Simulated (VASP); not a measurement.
# Ti (Fm-3m) in VASP: a series of runs

Ti is run at these levels: r2SCAN; tasks: relaxation of cell and atoms, single point.

Everything below comes from runs of VASP 6.6.1. Logs are shortened: lines on timing, memory, paths and dates and some standing lists are left out, and cuts for length are marked.

### 1 The cell of the first run

Symmetry: Fm-3m, No. 225, cubic system. The conventional cell has a = 4.134 Å, b = 4.134 Å, c = 4.134 Å, α = 90.00°, β = 90.00°, γ = 90.00°. Ti (site symmetry m-3m) has 12 Ti at 2.92 Å within 3.8 Å.

This isn't the form of Ti at room conditions, which is hcp.

### 2 Relaxation of cell and atoms, r2SCAN

Contents of POSCAR:

```
Ti
1.0
    0.0000000000      2.0668332624      2.0668332624
    2.0668332624      0.0000000000      2.0668332624
    2.0668332624      2.0668332624      0.0000000000
Ti
1
Direct
    0.0000000000      0.0000000000      0.0000000000
```

Contents of INCAR.step1:

```
SYSTEM = Ti
ALGO     = Normal         ! electronic algorithm
EDIFF    = 1E-4           ! SCF threshold, eV
ENCUT    = 600            ! plane-wave cutoff, eV
GGA      = PE             ! functional
ISMEAR   = -1             ! smearing method
LASPH    = .TRUE.         ! aspherical terms in the spheres
LCHARG   = .FALSE.        ! write CHGCAR
LREAL    = .FALSE.        ! projectors in reciprocal space
LWAVE    = .TRUE.         ! write WAVECAR
NELM     = 80             ! most SCF steps
PREC     = Accurate       ! precision mode
SIGMA    = 0.1            ! smearing width, eV
```

Contents of INCAR.step2:

```
SYSTEM = Ti
ALGO     = Normal         ! electronic algorithm
EDIFF    = 1E-6           ! SCF threshold, eV
EDIFFG   = -0.01          ! ionic threshold
ENCUT    = 600            ! plane-wave cutoff, eV
IBRION   = 2              ! ionic algorithm
ISIF     = 3              ! what is computed and relaxed
ISMEAR   = -1             ! smearing method
ISTART   = 1            
LASPH    = .TRUE.         ! aspherical terms in the spheres
LCHARG   = .FALSE.        ! write CHGCAR
LMIXTAU  = .TRUE.       
LREAL    = .FALSE.        ! projectors in reciprocal space
LWAVE    = .FALSE.        ! write WAVECAR
METAGGA  = R2SCAN         ! meta-GGA
NELM     = 80             ! most SCF steps
NSW      = 80             ! ionic steps
PREC     = Accurate       ! precision mode
SIGMA    = 0.1            ! smearing width, eV
```

Contents of KPOINTS:

```
k-points
0
G
  13 13 13
  0 0 0
```

Potentials or basis: VASP PAW PBE potentials, release 64 (Ti_sv).

Started as:

```bash
cat potpaw_PBE.64/Ti_sv/POTCAR > POTCAR
cp INCAR.step1 INCAR
mpirun -np 1 vasp_std > vasp.out
cp INCAR.step2 INCAR
mpirun -np 1 vasp_std > vasp.out
```

OUTCAR:

```text
SYSTEM = Ti
   EDIFF = 1E-6
   EDIFFG = -0.01
   ENCUT = 600
   IBRION = 2
   ISIF = 3
   ISMEAR = -1
   ISTART = 1
   LASPH = .TRUE.
   LREAL = .FALSE.
   METAGGA = R2SCAN
   NELM = 80
   NSW = 80
   PREC = Accurate

 ion  position               nearest neighbor table
   1  0.000  0.000  0.000-

  LATTYP: Found a face centered cubic cell.
 ALAT       =     4.1336665248

  Lattice vectors:

 A1 = (   0.0000000000,   2.0668332624,   2.0668332624)
 A2 = (   2.0668332624,   0.0000000000,   2.0668332624)
 A3 = (   2.0668332624,   2.0668332624,   0.0000000000)

Analysis of symmetry for initial positions (statically):
=====================================================================
 Subroutine PRICEL returns:
 Original cell was already a primitive cell.

 Routine SETGRP: Setting up the symmetry group for a
 face centered cubic supercell.

 Subroutine GETGRP returns: Found 48 space group operations
 (whereof 48 operations were pure point group operations)
 out of a pool of 48 trial point group operations.

The static configuration has the point symmetry O_h .

Analysis of symmetry for dynamics (positions and initial velocities):
=====================================================================
 Subroutine PRICEL returns:
 Original cell was already a primitive cell.

 Routine SETGRP: Setting up the symmetry group for a
 face centered cubic supercell.

 Subroutine GETGRP returns: Found 48 space group operations
 (whereof 48 operations were pure point group operations)
 out of a pool of 48 trial point group operations.

The dynamic configuration has the point symmetry O_h .

 Subroutine INISYM returns: Found 48 space group operations
 (whereof 48 operations are pure point group operations),
 and found     1 'primitive' translations

----------------------------------------------------------------------------------------

                                     Primitive cell

  volume of cell :      17.6582

  direct lattice vectors                    reciprocal lattice vectors
     0.000000000  2.066833262  2.066833262    -0.241915983  0.241915983  0.241915983
     2.066833262  0.000000000  2.066833262     0.241915983 -0.241915983  0.241915983
     2.066833262  2.066833262  0.000000000     0.241915983  0.241915983 -0.241915983

  length of vectors
     2.922943631  2.922943631  2.922943631     0.419010773  0.419010773  0.419010773

  position of ions in fractional coordinates (direct lattice)
     0.000000000  0.000000000  0.000000000

  ion indices of the primitive-cell ions
   primitive index   ion index
                 1           1

----------------------------------------------------------------------------------------

 KPOINTS: k-points

Automatic generation of k-mesh.
 Grid dimensions read from file:
 generate k-points for:   13   13   13

 Generating k-lattice:

  Cartesian coordinates                     Fractional coordinates (reciprocal lattice)
    -0.018608922  0.018608922  0.018608922     0.076923077  0.000000000  0.000000000
     0.018608922 -0.018608922  0.018608922     0.000000000  0.076923077  0.000000000
     0.018608922  0.018608922 -0.018608922     0.000000000  0.000000000  0.076923077

  Length of vectors
     0.032231598  0.032231598  0.032231598

  Shift w.r.t. Gamma in fractional coordinates (k-lattice)
     0.000000000  0.000000000  0.000000000

 Subroutine IBZKPT returns following result:
 ===========================================

 Found     84 irreducible k-points:

 Following reciprocal coordinates:
            Coordinates               Weight
  0.000000  0.000000  0.000000      1.000000
  0.076923  0.000000  0.000000      8.000000
  0.153846  0.000000  0.000000      8.000000
  0.230769  0.000000  0.000000      8.000000
  0.307692  0.000000  0.000000      8.000000
  0.384615  0.000000  0.000000      8.000000
[... 16 lines left out ...]
  0.384615  0.153846  0.000000     24.000000
  0.461538  0.153846  0.000000     24.000000
 [... further k-points ...]
   k-points           NKPTS =     84   k-points in BZ     NKDIM =     84   number of bands    NBANDS=     10
   number of dos      NEDOS =    301   number of ions     NIONS =      1
   total plane-waves  NPLWV =  13824
   dimension x,y,z NGX =    24 NGY =   24 NGZ =   24
   dimension x,y,z NGXF=    48 NGYF=   48 NGZF=   48
   ions per type =               1
   NGX,Y,Z   is equivalent  to a cutoff of  13.65, 13.65, 13.65 a.u.
   NGXF,Y,Z  is equivalent  to a cutoff of  27.30, 27.30, 27.30 a.u.
 SYSTEM =  Ti
   PREC   = accura    normal or accurate (medium, high low for compatibility)
   ISTART =      1    job   : 0-new  1-cont  2-samecut
   ICHARG =      0    charge: 1-file 2-atom 10-const
   ISPIN  =      1    spin polarized calculation?
   LNONCOLLINEAR =      F non collinear calculations
   LSORBIT =      F    spin-orbit coupling
   LASPH  =      T    aspherical Exc in radial PAW
   ENCUT  =  600.0 eV  44.10 Ry    6.64 a.u.   5.84  5.84  5.84*2*pi/ulx,y,z
   NELM   =     80;   NELMIN=  2; NELMDL=  0     # of ELM steps
   EDIFF  = 0.1E-05   stopping-criterion for ELM
   LREAL  =      F    real-space projection
   EDIFFG = -.1E-01   stopping-criterion for IOM
   NSW    =     80    number of steps for IOM
   IBRION =      2    ionic relax: 0-MD 1-quasi-New 2-CG
   NFREE  =      1    steps in history (QN), initial steepest desc. (CG)
   ISIF   =      3    stress and relaxation
   ISYM   =      2    0-nonsym 1-usesym 2-fastsym
   POTIM  = 0.5000    time-step for ionic-motion
   TEBEG  =    0.0;   TEEND  =   0.0 temperature during run
   PSTRESS=    0.0 pullay stress
   NELECT =      12.0000    total number of electrons
   NUPDOWN=      -1.0000    fix difference up-down
   EMIN   =  10.00;   EMAX   =-10.00  energy-range for DOS
   EFERMI =   0.00;   METHOD = LEGACY
   ISMEAR =    -1;   SIGMA  =   0.10  broadening in eV -4-tet -1-fermi 0-gaus
   EFERMI_NEDOS =   21; number of points for ismear=-14 and -15
   IALGO  =     38    algorithm
   IMIX   =      4    mixing-type and parameters
     AMIX     =   0.40;   BMIX     =  1.00
     AMIX_MAG =   1.60;   BMIX_MAG =  1.00
  volume/ion in A,a.u.               =      17.66       119.16
  Fermi-wavevector in a.u.,A,eV,Ry     =   1.439306  2.719894 28.185854  2.071602
  Thomas-Fermi vector in A             =   2.558176
   LORBIT       =      0    0 simple, 1 ext, 2 COOP (PROOUT), +10 PAW based schemes
   METAGGA = R2SCAN    functional components
   LHFCALC =     F    Hartree Fock is set to
   AEXX    =    0.0000 exact exchange contribution
   IVDW    =     0    specifies the selected vdW correction
   LEPSILON=     F    determine dielectric tensor
   LRPA    =     F    only Hartree local field effects (RPA)
 conjugate gradient relaxation of ions
 non-spin polarized calculation
  energy-cutoff  :      600.00
  volume of cell :       17.66
 maximum number of plane-waves:       609
   NGX = 11   NGY = 11   NGZ = 11

--------------------------------------- Ionic step        1  -------------------------------------------

 number of electron      12.0000000 magnetization

 Free energy of the ion-electron system (eV)
  ---------------------------------------------------
  ext. energy  EPLUGINS =         0.00000000
  ---------------------------------------------------
  free energy    TOTEN  =       -12.90446092 eV

  energy without entropy =      -12.85236325  energy(sigma->0) =      -12.87841208

------------------------ aborting loop because EDIFF is reached ----------------------------------------

  FORCE on cell =-STRESS in cart. coord.  units (eV):
  Direction    XX          YY          ZZ          XY          YZ          ZX
  --------------------------------------------------------------------------------------
  -------------------------------------------------------------------------------------
  Total       -0.1393574     -0.1393574     -0.1393574     -0.0000000      0.0000000     -0.0000000
  in kB      -12.6442828    -12.6442828    -12.6442828     -0.0000000      0.0000000     -0.0000000
  external PRESSURE =     -12.6442828 kB  Pullay stress =       0.0000000 kB
[... 195 lines left out ...]
  energy  without entropy=      -12.8538391772  energy(sigma->0) =      -12.87955642

--------------------------------------- Ionic step        7  -------------------------------------------

 number of electron      12.0000002 magnetization

 Free energy of the ion-electron system (eV)
  ---------------------------------------------------
  ext. energy  EPLUGINS =         0.00000000
  ---------------------------------------------------
  free energy    TOTEN  =       -12.90527286 eV

  energy without entropy =      -12.85385052  energy(sigma->0) =      -12.87956169

 E-fermi :   8.1788     XC(G=0): -12.3855

 val. band max:        8.1725863003   @ k =  -0.3846   0.0769   0.0000
 cond. band min:       8.1798691389   @ k =  -0.2308   0.0769   0.0000
 fundamental gap:      0.0072828386
 Fermi energy:         8.1787560653

 k-point     1 :       0.0000    0.0000    0.0000
  band No.  band energies     occupation
      1     -50.8741      2.00000
      2     -25.6838      2.00000
      3     -25.6838      2.00000
      4     -25.6838      2.00000
      5       1.7169      2.00000
      6       9.1772      0.00009
      7       9.1772      0.00009
      8       9.1772      0.00009
      9      10.9700      0.00000
     10      10.9700      0.00000
[... 287 lines left out ...]
 k-point    24 :       0.4615    0.1538    0.0000
  band No.  band energies     occupation
      1     -50.7452      2.00000
      2     -26.2812      2.00000
      3     -25.8457      2.00000
      4     -25.8055      2.00000
      5       5.7795      2.00000
      6       7.6744      1.98718
      7       8.7831      0.00474
      8       9.6676      0.00000
      9      12.0303      0.00000
     10      12.4017      0.00000

 [... further k-points ...]

------------------------ aborting loop because EDIFF is reached ----------------------------------------

  FORCE on cell =-STRESS in cart. coord.  units (eV):
  Direction    XX          YY          ZZ          XY          YZ          ZX
  --------------------------------------------------------------------------------------
  -------------------------------------------------------------------------------------
  Total       -0.0069773     -0.0069773     -0.0069773     -0.0000000      0.0000000     -0.0000000
  in kB       -0.6402814     -0.6402814     -0.6402814     -0.0000000      0.0000000     -0.0000000
  external PRESSURE =      -0.6402814 kB  Pullay stress =       0.0000000 kB
[... 16 lines left out ...]
  FREE ENERGIE OF THE ION-ELECTRON SYSTEM (eV)
  ---------------------------------------------------
  free  energy   TOTEN  =       -12.9052728563 eV

  energy  without entropy=      -12.8538505237  energy(sigma->0) =      -12.87956169

 reached required accuracy - stopping structural energy minimisation
```

It took 8.1 min on 1 thread of Intel Xeon 8259CL, shared host; peak memory 0.16 GiB.

What came out:

```
Free energy                           : -12.9053 eV
Relaxed volume                        : 17.46 Å³/atom
Relaxed cell                          : a = 2.912 Å, b = 2.912 Å, c = 2.912 Å, α = 60.00°, β = 60.00°, γ = 60.00°
Space group after relaxing (to 0.1 Å) : Fm-3m (No. 225)
Energy gained by relaxing             : 0.8 meV/atom
Ionic steps                           : 7
Pressure after relaxing               : -0.1 GPa
Band gap on the k mesh                : zero (bands 6 and 7 overlap by 1.51 eV)
```

Step by step:
```csv
step,energy change (eV),largest force (eV/Å),pressure (GPa),volume (Å³)
1,0.0000,0.0000,-1.26,17.66
2,-0.0004,0.0000,0.96,17.30
3,-0.0008,0.0000,0.22,17.45
4,-0.0008,0.0000,-0.14,17.48
5,-0.0008,0.0000,-0.24,17.47
6,-0.0008,0.0000,-0.16,17.46
7,-0.0008,0.0000,-0.06,17.46
```

Final structure:
```
Ti
1.0
     0.00000    2.05904    2.05904
     2.05904    0.00000    2.05904
     2.05904    2.05904    0.00000
Ti
1
Direct
  0.00000 0.00000 0.00000
```

Levels at points of the mesh, in eV from the Fermi level:
```tsv
k point	band 2	band 3	band 4	band 5	band 6	band 7	band 8	band 9	band 10
(0.00, 0.00, 0.00)	-33.86	-33.86	-33.86	-6.46	1.00	1.00	1.00	2.79	2.79
```

Caveat: the PAW data sets were made with another functional, which shifts forces and pressure a little.

### 3 Single point, r2SCAN, non-collinear spin, zero start, spin-orbit coupling

This run uses another cell than the first one, of 17.39 Å³/atom.

Contents of POSCAR:

```
Ti
1.0
    0.0000000000      2.0563573269      2.0563573269
    2.0563573269      0.0000000000      2.0563573269
    2.0563573269      2.0563573269      0.0000000000
Ti
1
Direct
    0.0000000000      0.0000000000      0.0000000000
```

Contents of INCAR.step1:

```
SYSTEM = Ti
ALGO = Normal ; EDIFF = 1E-4
ENCUT = 520 ; GGA = PE
GGA_COMPAT = .False. ; ISMEAR = -1
LASPH = .True. ; LCHARG = .False.
LMAXMIX = 4 ; LNONCOLLINEAR = .True.
LREAL = .False. ; LSORBIT = .True.
LWAVE = .True. ; MAGMOM = 0 0 0
NBANDS = 23 ; NELM = 150
PREC = Accurate ; SIGMA = 0.1
```

Contents of INCAR.step2:

```
SYSTEM = Ti
ALGO = Normal ; EDIFF = 1E-6
ENCUT = 520 ; GGA_COMPAT = .False.
ISIF = 2 ; ISMEAR = -1
ISTART = 1 ; LASPH = .True.
LCHARG = .False. ; LMAXMIX = 4
LMIXTAU = .True. ; LNONCOLLINEAR = .True.
LORBIT = 11 ; LORBMOM = .True.
LREAL = .False. ; LSORBIT = .True.
LWAVE = .False. ; MAGMOM = 0 0 0
METAGGA = R2SCAN ; NBANDS = 23
NELM = 150 ; PREC = Accurate
SIGMA = 0.1
```

Contents of KPOINTS:

```
k-points
0
Gamma
  13 13 13
  0 0 0
```

Potentials or basis: VASP PAW PBE potentials, release 64 (Ti_sv).

Started as:

```bash
cat potpaw_PBE.64/Ti_sv/POTCAR > POTCAR
cp INCAR.step1 INCAR
mpirun -np 1 vasp_ncl > vasp.out
cp INCAR.step2 INCAR
mpirun -np 1 vasp_ncl > vasp.out
```

Wall time 9 min (1 thread of Intel Xeon 8259CL, shared host); peak memory 0.24 GiB.

It converged, with:

```yaml
Free_energy: -12.9108 eV
Pressure: 0.4 GPa
Net_moment: 0.00 μB per cell
Valence_electrons_inside_the_program's_atomic_spheres: Ti 10.22
```

Moments on the atoms (μB; x, y, z):
```
Ti  0.00 0.00 0.00
```

Caveat: the PAW data sets were made with another functional, which shifts forces and pressure a little.
